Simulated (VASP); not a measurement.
Input of a VASP 6.6.1 run:

File INCAR:

```
  PREC = Accurate
  ENCUT = 520
  EDIFF = 1E-6
  ISMEAR = 0
  SIGMA = 0.15
  LREAL = False
  LASPH = True
  NELM = 80
  ALGO = Normal
  ISIF = 2
  LWAVE = False
  LCHARG = True
  GGA = PE
  LELF = True
  LVHAR = True
  NBANDS = 21
```

The input KPOINTS:

```
Automatic mesh
0
Gamma
  14 14 14
```

Contents of POSCAR:

```
Ge
1.0
    0.0000000000      2.7109882569      3.2521015130
    2.7109882569      0.0000000000      3.2521015130
    2.7109882569      2.7109882569      0.0000000000
Ge
2
Direct
    0.5000000000      0.5000000000      0.5000000000
    0.7500000000      0.7500000000      0.7500000000
```

Potentials or basis: VASP PAW PBE potentials, release 64 (Ge_d).

Launch:

```console
$ cat potpaw_PBE.64/Ge_d/POTCAR > POTCAR
$ mpirun -np 1 vasp_std > vasp.out
```

Task: Predict the pressure.

Result: 0.2 GPa.

Task: What does it give for the band gap on the k mesh?

Result: Zero (band 14 reaches 5.05 eV, above the bottom of band 15 at 4.09 eV).

Stress tensor (GPa, compression positive):
```
 4.82  0.00  0.00
 0.00  4.82  0.00
 0.00  0.00 -8.96
```
